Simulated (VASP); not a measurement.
# BN (sol) (P6_3mc) in VASP: a series of runs, part 2 of 3

VASP 6.6.1. Earlier steps stand in the parts before.

**3. Single point, PBEsol (strained cell)**

File INCAR:

```
PREC = Accurate
ENCUT = 520
EDIFF = 1E-6
ISMEAR = 0
SIGMA = 0.02
LREAL = False
LASPH = True
NELM = 80
ALGO = Normal
ISIF = 2
LWAVE = False
LCHARG = False
GGA = PS
NBANDS = 16
```

File KPOINTS:

```
Automatic mesh
0
Gamma
  9 9 6
```

File POSCAR:

```
BN
1.0
    2.5420668336      0.0000000000      0.0000000000
   -1.2710334168      2.2014944560      0.0000000000
    0.0000000000      0.0000000000      4.1606277790
B N
2 2
Direct
    0.3333333333      0.6666666667     -0.0003399502
    0.6666666667      0.3333333333      0.4996600498
    0.3333333333      0.6666666667      0.3743399502
    0.6666666667      0.3333333333      0.8743399502
```

Potentials or basis: VASP PAW PBE potentials, release 64 (B, N).

Command:

```sh
$ cat potpaw_PBE.64/B/POTCAR potpaw_PBE.64/N/POTCAR > POTCAR
$ mpirun -np 1 vasp_std > vasp.out
```

OUTCAR:

```text
PREC = Accurate
   ENCUT = 520
   EDIFF = 1E-6
   ISMEAR = 0
   LREAL = False
   LASPH = True
   NELM = 80
   ISIF = 2
   GGA = PS

 ion  position               nearest neighbor table
   1  0.333  0.667  1.000-   4 1.56   4 1.56   4 1.56   3 1.56
   2  0.667  0.333  0.500-   3 1.56   3 1.56   3 1.56   4 1.56
   3  0.333  0.667  0.374-   2 1.56   2 1.56   2 1.56   1 1.56
   4  0.667  0.333  0.874-   1 1.56   1 1.56   1 1.56   2 1.56

  LATTYP: Found a hexagonal cell.
 ALAT       =     2.5420668336
 C/A-ratio  =     1.6367106183

  Lattice vectors:

 A1 = (   2.5420668336,   0.0000000000,   0.0000000000)
 A2 = (  -1.2710334168,   2.2014944560,   0.0000000000)
 A3 = (   0.0000000000,   0.0000000000,   4.1606277790)

Analysis of symmetry for initial positions (statically):
=====================================================================
 Subroutine PRICEL returns:
 Original cell was already a primitive cell.

 Routine SETGRP: Setting up the symmetry group for a
 hexagonal supercell.

 Subroutine GETGRP returns: Found 12 space group operations
 (whereof  6 operations were pure point group operations)
 out of a pool of 24 trial point group operations.

The static configuration has the point symmetry C_3v.
 The point group associated with its full space group is C_6v.

Analysis of symmetry for dynamics (positions and initial velocities):
=====================================================================
 Subroutine PRICEL returns:
 Original cell was already a primitive cell.

 Routine SETGRP: Setting up the symmetry group for a
 hexagonal supercell.

 Subroutine GETGRP returns: Found 12 space group operations
 (whereof  6 operations were pure point group operations)
 out of a pool of 24 trial point group operations.

The dynamic configuration has the point symmetry C_3v.
[... 118 lines left out ...]
   EFERMI =   0.00;   METHOD = LEGACY
   ISMEAR =     0;   SIGMA  =   0.02  broadening in eV -4-tet -1-fermi 0-gaus
   EFERMI_NEDOS =   21; number of points for ismear=-14 and -15
   IALGO  =     38    algorithm
   IMIX   =      4    mixing-type and parameters
     AMIX     =   0.40;   BMIX     =  1.00
     AMIX_MAG =   1.60;   BMIX_MAG =  1.00
  volume/ion in A,a.u.               =       5.82        39.28
  Fermi-wavevector in a.u.,A,eV,Ry     =   1.444642  2.729978 28.395245  2.086992
  Thomas-Fermi vector in A             =   2.562914
   LORBIT       =      0    0 simple, 1 ext, 2 COOP (PROOUT), +10 PAW based schemes
   GGA     = PS    functional components
   LHFCALC =     F    Hartree Fock is set to
   AEXX    =    0.0000 exact exchange contribution
   IVDW    =     0    specifies the selected vdW correction
   LEPSILON=     F    determine dielectric tensor
   LRPA    =     F    only Hartree local field effects (RPA)
 non-spin polarized calculation
 Gauss-broadening in eV      SIGMA  =   0.02
  energy-cutoff  :      520.00
  volume of cell :       23.28
 maximum number of plane-waves:       652
 NGX is ok and might be reduce to    20
   NGX =  9   NGY =  9   NGZ = 15

 number of electron      16.0000000 magnetization

 Free energy of the ion-electron system (eV)
  ---------------------------------------------------
  ext. energy  EPLUGINS =         0.00000000
  ---------------------------------------------------
  free energy    TOTEN  =       -36.61640733 eV

  energy without entropy =      -36.61640733  energy(sigma->0) =      -36.61640733

 E-fermi :   7.8772     XC(G=0): -13.0772

 val. band max:        7.6949204668   @ k =   0.0000   0.0000   0.0000
 cond. band min:      12.6774978669   @ k =   0.3333   0.3333   0.0000
 fundamental gap:      4.9825774001
 Fermi energy:         7.8771752924

 k-point     1 :       0.0000    0.0000    0.0000
  band No.  band energies     occupation
      1     -12.8964      2.00000
      2      -8.5275      2.00000
      3      -3.4209      2.00000
      4       5.4482      2.00000
      5       5.4482      2.00000
      6       7.4574      2.00000
[... 433 lines left out ...]
      3      -1.6192      2.00000
      4      -0.2206      2.00000
      5      -0.2206      2.00000
      6       1.7793      2.00000
[... 8 lines left out ...]
     15      23.9694      0.00000
     16      23.9694      0.00000

 [... further k-points ...]
[... 5 lines left out ...]
  --------------------------------------------------------------------------------------
  -------------------------------------------------------------------------------------
  Total        0.1235748      0.1235748      1.6866276      0.0000000      0.0000000      0.0000000
  in kB        8.5030950      8.5030950    116.0556663      0.0000000      0.0000000      0.0000000
  external PRESSURE =      44.3539521 kB  Pullay stress =       0.0000000 kB

 VOLUME and BASIS-vectors are now :
 -----------------------------------------------------------------------------
  energy-cutoff  :      520.00
  volume of cell :       23.28
      direct lattice vectors                 reciprocal lattice vectors
     2.542066834  0.000000000  0.000000000     0.393380688  0.227118446  0.000000000
    -1.271033417  2.201494456  0.000000000     0.000000000  0.454236892  0.000000000
     0.000000000  0.000000000  4.160627779     0.000000000  0.000000000  0.240348345

 POSITION                                       TOTAL-FORCE (eV/Angst)
 -----------------------------------------------------------------------------------
     -0.00000      1.46766      4.15921         0.000000      0.000000      0.000381
      1.27103      0.73383      2.07890         0.000000     -0.000000      0.000381
     -0.00000      1.46766      1.55749         0.000000      0.000000     -0.000381
      1.27103      0.73383      3.63780        -0.000000     -0.000000     -0.000381
 -----------------------------------------------------------------------------------
    total drift:                               -0.000000     -0.000000     -0.000331

  FREE ENERGIE OF THE ION-ELECTRON SYSTEM (eV)
  ---------------------------------------------------
  free  energy   TOTEN  =       -36.6164073291 eV

  energy  without entropy=      -36.6164073291  energy(sigma->0) =      -36.61640733
```

Run time: 6.8 s. Hardware: 1 thread of Intel Xeon 6975P-C (Granite Rapids), shared host; peak memory 0.13 GiB.

Results:

* Free energy: -36.6164 eV
* Pressure: 4.4 GPa
* Band gap on the k mesh: 4.98 eV, indirect (least direct gap 8.20 eV)

Stress tensor (GPa, compression positive):
```
 0.85  0.00  0.00
 0.00  0.85  0.00
 0.00  0.00 11.61
```

Levels at points of the mesh, in eV from the valence-band top:
```csv
k point,band 5,band 6,band 7,band 8,band 9,band 10,band 11,band 12
"(0.00, 0.00, 0.00)",-2.25,-0.24,0.00,0.00,8.27,8.27,8.96,9.45
"(0.00, 0.00, 0.50)",-1.25,-1.25,-1.25,-1.25,9.42,9.42,9.88,9.88
```

Caveat: the cell differs from its parent crystal (strained cell); the PAW data sets were made with another functional, which shifts forces and pressure a little. A k mesh can miss the band edges.

**4. Single point, PBEsol**

File INCAR:

```
SYSTEM = BN
PREC = Accurate ; ENCUT = 520
EDIFF = 1E-6 ; ISMEAR = 0
SIGMA = 0.01 ; LREAL = .False.
LASPH = .True. ; NELM = 60
ALGO = Normal ; ISIF = 2
LWAVE = .False. ; LCHARG = .True.
GGA = PS ; LELF = .True.
LVHAR = .True. ; NBANDS = 16
```

File KPOINTS:

```
regular mesh
0
Gamma
  9 9 6
  0 0 0
```

POSCAR is that of step 3.

Command:

```sh
$ cat potpaw_PBE.64/B/POTCAR potpaw_PBE.64/N/POTCAR > POTCAR
$ mpirun -np 1 vasp_std > vasp.out
```

Wall time 7.5 s (1 thread of Intel Xeon 6975P-C (Granite Rapids), shared host); peak memory 0.13 GiB.

Results (log left out):

```yaml
Free_energy: -36.6164 eV
Pressure: 4.4 GPa
Band_gap_on_the_k_mesh: 4.98 eV, indirect (least direct gap 8.20 eV)
```

Stress tensor (GPa, compression positive):
```
 0.85  0.00  0.00
 0.00  0.85  0.00
 0.00  0.00 11.61
```

Levels at points of the mesh, in eV from the valence-band top:
```csv
k point,band 5,band 6,band 7,band 8,band 9,band 10,band 11,band 12
"(0.00, 0.00, 0.00)",-2.25,-0.24,0.00,0.00,8.27,8.27,8.96,9.45
"(0.00, 0.00, 0.50)",-1.25,-1.25,-1.25,-1.25,9.42,9.42,9.88,9.88
```

Caveat: the PAW data sets were made with another functional, which shifts forces and pressure a little. A k mesh can miss the band edges.

[end of part 2 of 3]
